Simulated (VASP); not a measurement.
# NaLi3S2 in VASP: a series of runs

The runs below take NaLi3S2 through single point, with PBE+D3(BJ).

Everything below comes from runs of VASP 6.6.1. Logs are shortened: lines on timing, memory, paths and dates and some standing lists are left out, and cuts for length are marked.

**1. The cell of the first run**

The cell holds a disordered packing, 24 atoms: a = 7.431 Å, b = 7.651 Å, c = 7.356 Å, α = 89.30°, β = 88.71°, γ = 88.82°.

**2. Single point, PBE+D3(BJ)**

The input, INCAR:

```
SYSTEM = NaLi3S2
PREC = Accurate
ENCUT = 650
EDIFF = 1E-6
ISMEAR = -1
SIGMA = 0.05
LREAL = Auto
LASPH = .True.
NELM = 120
ALGO = Normal
ISIF = 2
LWAVE = .False.
LCHARG = .True.
GGA = PE
IVDW = 12
LELF = .True.
LVHAR = .True.
NBANDS = 74
ISYM = -1
GGA_COMPAT = .False.
```

The input, KPOINTS:

```
explicit points
1
Reciprocal
  0.25000000   0.25000000   0.25000000 1
```

The input, POSCAR:

```
NaLi3S2
1.0
    7.4298500000      0.0771240000      0.0832730000
    0.0771240000      7.6507920000      0.0452550000
    0.0832730000      0.0452550000      7.3555290000
Li S Na
12 8 4
Direct
    0.0610705895      0.7209813064      0.3456188481
    0.2222515187      0.8805166679      0.5544844793
    0.3966384314      0.0475679783      0.9287802467
    0.5924828818      0.7141895528      0.3739616178
    0.0622907715      0.3588992710      0.8230298425
    0.2929225297      0.2965978329      0.5766062410
    0.4178607873      0.6146711026      0.7311269574
    0.3550336252      0.4484939753      0.1782182750
    0.5397600381     -0.0061661542      0.3529888349
    0.9066578372      0.4313409238      0.4275158929
    0.6694439298      0.2408731836      0.6587599178
    0.0390438219      0.0764569359      0.2423305849
    0.0912008384      0.6251219852      0.6442369457
    0.3315971843      0.8380580761      0.1947602395
    0.5268714906      0.9154966136      0.6438713016
    0.0325250953      0.1478533336      0.6271225951
    0.0119599662      0.3758270529      0.1521376647
    0.4707235625      0.3424567554      0.8956913305
    0.8259089626      0.8603404715      0.2028195899
    0.5478032597      0.4116916702      0.4146919511
    0.8457289180      0.8980077509      0.7877469146
    0.1013360950      0.7132450131      0.9704190598
    0.6920549636      0.5426429025      0.0638819047
    0.7045956135      0.2021928477      0.1060290799
```

Potentials or basis: VASP PAW PBE potentials, release 64 (Li_sv, S, Na_pv).

The run is started by

```
$ cat potpaw_PBE.64/Li_sv/POTCAR potpaw_PBE.64/S/POTCAR potpaw_PBE.64/Na_pv/POTCAR > POTCAR
$ mpirun -np 1 vasp_std > vasp.out
```

OUTCAR:

```text
SYSTEM = NaLi3S2
   PREC = Accurate
   ENCUT = 650
   EDIFF = 1E-6
   ISMEAR = -1
   LREAL = Auto
   LASPH = .True.
   NELM = 120
   ISIF = 2
   GGA = PE
   IVDW = 12
   ISYM = -1
 IVDW          = 12

 ion  position               nearest neighbor table
   1  0.061  0.721  0.346-  19 2.30  13 2.32   2 2.34  14 2.45  10 2.58
   2  0.222  0.881  0.554-  13 2.28   1 2.34  15 2.39  16 2.52
   3  0.397  0.048  0.929-  18 2.34  15 2.50  14 2.56
   4  0.592  0.714  0.374-   9 2.17  20 2.36  19 2.41  14 2.53  15 2.56
   5  0.062  0.359  0.823-  16 2.20  13 2.42  17 2.45   6 2.51
   6  0.293  0.297  0.577-  16 2.29  20 2.39   5 2.51
   7  0.418  0.615  0.731-  18 2.43  13 2.52  15 2.53
   8  0.355  0.448  0.178-  20 2.29  18 2.38  17 2.63
   9  0.540  0.994  0.353-   4 2.17  15 2.22  14 2.31  19 2.57  24 2.69
  10  0.907  0.431  0.428-  17 2.20   1 2.58  13 2.62  20 2.68
  11  0.669  0.241  0.659-  18 2.39  20 2.39
  12  0.039  0.076  0.242-  19 2.34  17 2.38
  13  0.091  0.625  0.644-   2 2.28   1 2.32   5 2.42  22 2.50   7 2.52  10 2.62
  14  0.332  0.838  0.195-   9 2.31   1 2.45   4 2.53   3 2.56  22 2.61
  15  0.527  0.915  0.644-   9 2.22   2 2.39   3 2.50   7 2.53   4 2.56  21 2.62
  16  0.033  0.148  0.627-   5 2.20   6 2.29   2 2.52  21 2.64
  17  0.012  0.376  0.152-  10 2.20  12 2.38   5 2.45   8 2.63  24 2.70  23 2.76
  18  0.471  0.342  0.896-   3 2.34   8 2.38  11 2.39   7 2.43  24 2.56  23 2.61
  19  0.826  0.860  0.203-   1 2.30  12 2.34   4 2.41   9 2.57
  20  0.548  0.412  0.415-   8 2.29   4 2.36  11 2.39   6 2.39  10 2.68
  21  0.846  0.898  0.788-  15 2.62  16 2.64  22 2.71
  22  0.101  0.713  0.970-  13 2.50  14 2.61  21 2.71
  23  0.692  0.543  0.064-  18 2.61  24 2.62  17 2.76
  24  0.705  0.202  0.106-  18 2.56  23 2.62   9 2.69  17 2.70

IMPORTANT INFORMATION: All symmetrisations will be switched off!
NOSYMM: (Re-)initialisation of all symmetry stuff for point group C_1.

----------------------------------------------------------------------------------------

                                     Primitive cell

  volume of cell :     418.0080

  direct lattice vectors                    reciprocal lattice vectors
     7.429850000  0.077124000  0.083273000     0.134623202 -0.001348107 -0.001515794
     0.077124000  7.650792000  0.045255000    -0.001348107  0.130723679 -0.000789017
     0.083273000  0.045255000  7.355529000    -0.001515794 -0.000789017  0.135974167

  length of vectors
     7.430716892  7.651314551  7.356139563     0.134638484  0.130733011  0.135984905

  position of ions in fractional coordinates (direct lattice)
     0.061070589  0.720981306  0.345618848
     0.222251519  0.880516668  0.554484479
     0.396638431  0.047567978  0.928780247
     0.592482882  0.714189553  0.373961618
     0.062290772  0.358899271  0.823029842
     0.292922530  0.296597833  0.576606241
[... 85 lines left out ...]
   PSTRESS=    0.0 pullay stress
   NELECT =     112.0000    total number of electrons
   NUPDOWN=      -1.0000    fix difference up-down
   EMIN   =  10.00;   EMAX   =-10.00  energy-range for DOS
   EFERMI =   0.00;   METHOD = LEGACY
   ISMEAR =    -1;   SIGMA  =   0.05  broadening in eV -4-tet -1-fermi 0-gaus
   EFERMI_NEDOS =   21; number of points for ismear=-14 and -15
   IALGO  =     38    algorithm
   IMIX   =      4    mixing-type and parameters
     AMIX     =   0.40;   BMIX     =  1.00
     AMIX_MAG =   1.60;   BMIX_MAG =  1.00
  volume/ion in A,a.u.               =      17.42       117.54
  Fermi-wavevector in a.u.,A,eV,Ry     =   1.055405  1.994427 15.155265  1.113881
  Thomas-Fermi vector in A             =   2.190602
   LORBIT       =      0    0 simple, 1 ext, 2 COOP (PROOUT), +10 PAW based schemes
   GGA     = PE    functional components
   LHFCALC =     F    Hartree Fock is set to
   AEXX    =    0.0000 exact exchange contribution
   IVDW    =    12    specifies the selected vdW correction
   LEPSILON=     F    determine dielectric tensor
   LRPA    =     F    only Hartree local field effects (RPA)
 non-spin polarized calculation
  energy-cutoff  :      650.00
  volume of cell :      418.01
 maximum number of plane-waves:     15727
 NGX is ok and might be reduce to    64
   NGX = 31   NGY = 31   NGZ = 31

 number of electron     112.0000000 magnetization

 Free energy of the ion-electron system (eV)
  ---------------------------------------------------
  ext. energy  EPLUGINS =         0.00000000
  ---------------------------------------------------
  free energy    TOTEN  =       -87.64157179 eV

  energy without entropy =      -87.64157179  energy(sigma->0) =      -87.64157179

 E-fermi :   2.4945     XC(G=0):  -8.2901

 val. band max:        1.1574587942   @ k =   0.2500   0.2500   0.2500
 cond. band min:       4.8694368057   @ k =   0.2500   0.2500   0.2500
 fundamental gap:      3.7119780115
 Fermi energy:         2.4944837696

 k-point     1 :       0.2500    0.2500    0.2500
  band No.  band energies     occupation
      1     -43.5335      2.00000
      2     -43.4956      2.00000
      3     -43.4231      2.00000
      4     -43.3444      2.00000
      5     -43.2416      2.00000
      6     -43.2347      2.00000
[... 60 lines left out ...]
     67       7.2167      0.00000
     68       7.4381      0.00000
 [bands above 68 left out]

------------------------ aborting loop because EDIFF is reached ----------------------------------------

 Edisp (eV)   -6.06909

 E8    (eV) :    -2.4755

  FORCE on cell =-STRESS in cart. coord.  units (eV):
  Direction    XX          YY          ZZ          XY          YZ          ZX
  --------------------------------------------------------------------------------------
  -------------------------------------------------------------------------------------
  Total      -1.45935    -3.56035    -0.05829     2.20401    -0.82789     1.53652
  in kB      -5.59351   -13.64642    -0.22343     8.44773    -3.17322     5.88932
  external pressure =       -6.49 kB  Pullay stress =        0.00 kB

 VOLUME and BASIS-vectors are now :
 -----------------------------------------------------------------------------
  energy-cutoff  :      650.00
  volume of cell :      418.01
      direct lattice vectors                 reciprocal lattice vectors
     7.429850000  0.077124000  0.083273000     0.134623202 -0.001348107 -0.001515794
     0.077124000  7.650792000  0.045255000    -0.001348107  0.130723679 -0.000789017
     0.083273000  0.045255000  7.355529000    -0.001515794 -0.000789017  0.135974167

 POSITION                                       TOTAL-FORCE (eV/Angst)
 -----------------------------------------------------------------------------------
      0.53813      5.53643      2.57992         0.052658     -0.276558     -0.327390
      1.76538      6.77888      4.13688         0.417460      0.717637      0.157355
      3.02797      0.43656      6.86685        -0.252655     -0.394696     -0.257690
      4.48828      5.52673      2.83234        -0.158825     -0.241670      0.430791
      0.55903      2.78791      6.07525         0.116965      0.318015      0.631196
      2.24726      2.31789      4.27906         0.298780      0.194509     -0.010067
[... 16 lines left out ...]
      5.18904      4.20791      0.55207         0.391831      0.837549      0.006898
      5.25946      1.60607      0.84772         0.404145     -0.461052      0.377076
 -----------------------------------------------------------------------------------
    total drift:                                0.000813     -0.007291     -0.009260

  FREE ENERGIE OF THE ION-ELECTRON SYSTEM (eV)
  ---------------------------------------------------
  free  energy   TOTEN  =       -93.7106664008 eV

  energy  without entropy=      -93.7106664008  energy(sigma->0) =      -93.71066640
```

It took 3.2 min on 1 thread of AMD EPYC, shared host; peak memory 0.5 GiB.

Results:

```
Free energy                : -93.7107 eV
Pressure                   : -0.6 GPa
Largest force              : 1.063 eV/Å
Dispersion energy per atom : -0.253 eV
```

Forces on the atoms (eV/Å):
```
Li   0.053 -0.277 -0.327
Li   0.417  0.718  0.157
Li  -0.253 -0.395 -0.258
Li  -0.159 -0.242  0.431
Li   0.117  0.318  0.631
Li   0.299  0.195 -0.010
Li   0.071 -0.049 -0.475
Li  -0.779 -0.063 -0.029
Li   0.071  0.633 -0.172
Li  -0.187 -0.337  0.868
Li  -0.014 -0.290 -0.207
Li   0.413  0.054  0.398
S   -0.274 -0.500 -0.364
S   -0.161  0.259  0.067
S   -0.278 -0.253  0.703
S   -0.447 -0.390 -0.574
S    0.671  0.285 -0.774
S   -0.348  0.256 -0.265
S   -0.515  0.224 -0.537
S    0.563 -0.282 -0.161
Na  -0.121 -0.140 -0.202
Na   0.064 -0.098  0.716
Na   0.392  0.838  0.007
Na   0.404 -0.461  0.377
```

Stress tensor (GPa, compression positive):
```
-0.56  0.84  0.59
 0.84 -1.36 -0.32
 0.59 -0.32 -0.02
```

Levels at points of the mesh, in eV from the Fermi level:
| k point | band 52 | band 53 | band 54 | band 55 | band 56 | band 57 | band 58 | band 59 | band 60 | band 61 |
| --- | --- | --- | --- | --- | --- | --- | --- | --- | --- | --- |
| (0.25, 0.25, 0.25) | -1.77 | -1.68 | -1.62 | -1.49 | -1.34 | 2.37 | 2.84 | 2.99 | 3.15 | 3.37 |

Caveat: the atoms stand as in a frame of molecular dynamics.

**3. Single point, PBE+D3(BJ)**

The input, INCAR:

```
SYSTEM = NaLi3S2
PREC = Accurate
ENCUT = 650
EDIFF = 1E-6
ISMEAR = -1
SIGMA = 0.05
LREAL = Auto
LASPH = .TRUE.
NELM = 120
ALGO = Normal
ISIF = 2
LWAVE = .FALSE.
LCHARG = .FALSE.
GGA = PE
IVDW = 12
ISYM = -1
NBANDS = 74
GGA_COMPAT = .FALSE.
```

KPOINTS is that of step 2.

The input, POSCAR:

```
NaLi3S2
1.0
    7.4298500000      0.0771240000      0.0832730000
    0.0771240000      7.6507920000      0.0452550000
    0.0832730000      0.0452550000      7.3555290000
Li S Na
12 8 4
Direct
    0.0790196558      0.6730639894      0.2931853420
    0.2241356672      0.9152125446      0.5314539045
    0.3820554731     -0.0068734083      0.9172991026
    0.6205090542      0.7201021542      0.4043765073
    0.0916925966      0.3822192023      0.8387290911
    0.2889287864      0.3411192760      0.6107618745
    0.4439025826      0.5806614838      0.6766594306
    0.3323710541      0.3726043085      0.1759176338
    0.5614574571      0.0367043858      0.3531219435
    0.9310979417      0.4082269705      0.4829159629
    0.6569435063      0.2167660608      0.6498916115
    0.0532916093      0.0877291836      0.2998608344
    0.1055011594      0.6266019844      0.6373633670
    0.3305258526      0.8878857380      0.2043182552
    0.5357688524      0.9003283538      0.6469428046
    0.0336605718      0.1680403593      0.6066318706
    0.0209600358      0.4119419608      0.1425968359
    0.4500433084      0.3477483412      0.8783036805
    0.8217409707      0.8909418998      0.1916448958
    0.5622330306      0.4072519853      0.4145643339
    0.8589215719      0.9250229339      0.7645225940
    0.1422712201      0.7183063265      0.9766252972
    0.7073654742      0.5908249559      0.0255286563
    0.7216314462      0.2189269758      0.0986883532
```

Potentials or basis: VASP PAW PBE potentials, release 64 (Li_sv, S, Na_pv).

The run is started by

```
$ cat potpaw_PBE.64/Li_sv/POTCAR potpaw_PBE.64/S/POTCAR potpaw_PBE.64/Na_pv/POTCAR > POTCAR
$ mpirun -np 1 vasp_std > vasp.out
```

Wall time 3.2 min (1 thread of AMD EPYC, shared host); peak memory 0.5 GiB.

Results (log left out):

| Item | Value |
| --- | --- |
| Free energy | -94.1622 eV |
| Pressure | -1.0 GPa |
| Largest force | 0.967 eV/Å |
| Dispersion energy per atom | -0.253 eV |

Forces on the atoms (eV/Å):
```
Li  -0.131  0.487  0.825
Li   0.433 -0.336  0.138
Li   0.411  0.674 -0.243
Li   0.044  0.024 -0.443
Li  -0.089 -0.274  0.251
Li   0.206 -0.339 -0.837
Li   0.022  0.698 -0.148
Li   0.112 -0.010  0.054
Li  -0.135 -0.159  0.093
Li  -0.377  0.646 -0.594
Li  -0.242  0.001  0.064
Li  -0.097 -0.070 -0.643
S   -0.240  0.211 -0.403
S   -0.366  0.149  0.485
S   -0.304  0.004  0.416
S    0.143 -0.481  0.548
S   -0.065 -0.164  0.422
S    0.550 -0.235  0.644
S    0.208 -0.153 -0.176
S   -0.021 -0.282 -0.480
Na   0.149 -0.654  0.290
Na  -0.052 -0.034 -0.292
Na  -0.264  0.251  0.110
Na   0.102  0.046 -0.079
```

Stress tensor (GPa, compression positive):
```
-1.51  0.82 -0.02
 0.82 -1.66 -1.07
-0.02 -1.07  0.08
```

Levels at points of the mesh, in eV from the Fermi level:
| k point | band 52 | band 53 | band 54 | band 55 | band 56 | band 57 | band 58 | band 59 | band 60 | band 61 |
| --- | --- | --- | --- | --- | --- | --- | --- | --- | --- | --- |
| (0.25, 0.25, 0.25) | -1.93 | -1.77 | -1.71 | -1.58 | -1.30 | 2.23 | 2.62 | 2.77 | 3.00 | 3.45 |

Caveat: the atoms stand as in a frame of molecular dynamics.

**4. Single point, PBE+D3(BJ)**

The input, INCAR:

```
PREC = Accurate
ENCUT = 650
EDIFF = 1E-6
ISMEAR = -1
SIGMA = 0.05
LREAL = Auto
LASPH = True
NELM = 120
ALGO = Normal
ISIF = 2
LWAVE = False
LCHARG = True
GGA = PE
IVDW = 12
LELF = True
LVHAR = True
ISYM = -1
NBANDS = 74
GGA_COMPAT = False
```

KPOINTS is that of step 3.

The input, POSCAR:

```
NaLi3S2
1.0
    7.4298500000      0.0771240000      0.0832730000
    0.0771240000      7.6507920000      0.0452550000
    0.0832730000      0.0452550000      7.3555290000
Li S Na
12 8 4
Direct
    0.0527667078      0.7523178895      0.3180804279
    0.2548713113      0.9388864198      0.5410362458
    0.4240808733      0.0602346530      0.9044610652
    0.5869163884      0.7430750218      0.3511264590
    0.1221471691      0.3689074373      0.8649530894
    0.3017129532      0.3250203043      0.5387238176
    0.4428387383      0.6194364422      0.6386726085
    0.3368824192      0.3193766138      0.1782397162
    0.5703142879      0.0499533985      0.3543259196
    0.9162950709      0.4268880898      0.4593896020
    0.6655986611      0.2238298929      0.6335082332
    0.0559497378      0.1143759845      0.2599727106
    0.1007772281      0.6385484993      0.6390654521
    0.3174817311      0.9412882387      0.2059664702
    0.5389927914      0.9024694943      0.6472728469
    0.0322056527      0.1629003976      0.6036926890
    0.0423125808      0.4302757694      0.1542430700
    0.4710854861      0.3526420874      0.8651583701
    0.8198875521      0.8988797907      0.1615441526
    0.5713378534      0.3887212780      0.3785105601
    0.8750255029      0.8987266600      0.7564201197
    0.1776003760      0.7163190691      0.9714848061
    0.6859468928      0.6095566379      0.0165723850
    0.7506384497      0.2419246217      0.0652038467
```

The run is started by

```
$ cat potpaw_PBE.64/Li_sv/POTCAR potpaw_PBE.64/S/POTCAR potpaw_PBE.64/Na_pv/POTCAR > POTCAR
$ mpirun -np 1 vasp_std > vasp.out
```

It took 3.2 min on 1 thread of AMD EPYC, shared host; peak memory 0.5 GiB.

The run converged. Its results:

| Quantity | Value |
| --- | --- |
| Free energy | -94.9035 eV |
| Pressure | -1.8 GPa |
| Largest force | 0.878 eV/Å |
| Dispersion energy per atom | -0.254 eV |

Forces on the atoms (eV/Å):
```
Li   0.057 -0.294  0.268
Li  -0.408 -0.200 -0.015
Li  -0.126 -0.405  0.104
Li   0.031  0.016 -0.044
Li   0.120 -0.121 -0.861
Li  -0.375  0.191  0.499
Li  -0.371 -0.597  0.265
Li   0.231  0.079 -0.442
Li   0.191  0.188 -0.209
Li   0.194  0.056  0.025
Li   0.104 -0.105  0.213
Li  -0.313 -0.087  0.214
S    0.146 -0.143 -0.642
S    0.159  0.061 -0.052
S    0.346  0.148  0.030
S   -0.035  0.461  0.134
S   -0.177 -0.036  0.363
S    0.000  0.483 -0.042
S   -0.213  0.194  0.050
S    0.077  0.447 -0.076
Na   0.009 -0.187  0.119
Na   0.166  0.099  0.164
Na   0.060 -0.032 -0.142
Na   0.129 -0.218  0.077
```

Stress tensor (GPa, compression positive):
```
-1.72  0.55  0.26
 0.55 -2.57  0.11
 0.26  0.11 -1.07
```

Levels at points of the mesh, in eV from the Fermi level:
| k point | band 54 | band 55 | band 56 | band 57 | band 58 | band 59 |
| --- | --- | --- | --- | --- | --- | --- |
| (0.25, 0.25, 0.25) | -1.53 | -1.31 | -1.22 | 2.57 | 2.94 | 3.04 |

Caveat: the atoms stand as in a frame of molecular dynamics.

**5. Overview**

```csv
cell,pressure (GPa),largest force (eV/Å)
"as given, atomic positions A",-0.6,1.06
"as given, atomic positions B",-1.0,0.97
"as given, atomic positions C",-1.8,0.88
```

Alike in all rows: task single point; level PBE+D3(BJ); potentials or basis VASP PAW PBE potentials, release 64 (Li_sv, S, Na_pv); no spin polarisation; k mesh 1 × 1 × 1, shifted; cutoff (eV) 650; smearing fermi-dirac 0.05 eV.

Caveats: the atoms stand as in a frame of molecular dynamics.

Absolute energies hang on the potentials; compare differences alone.
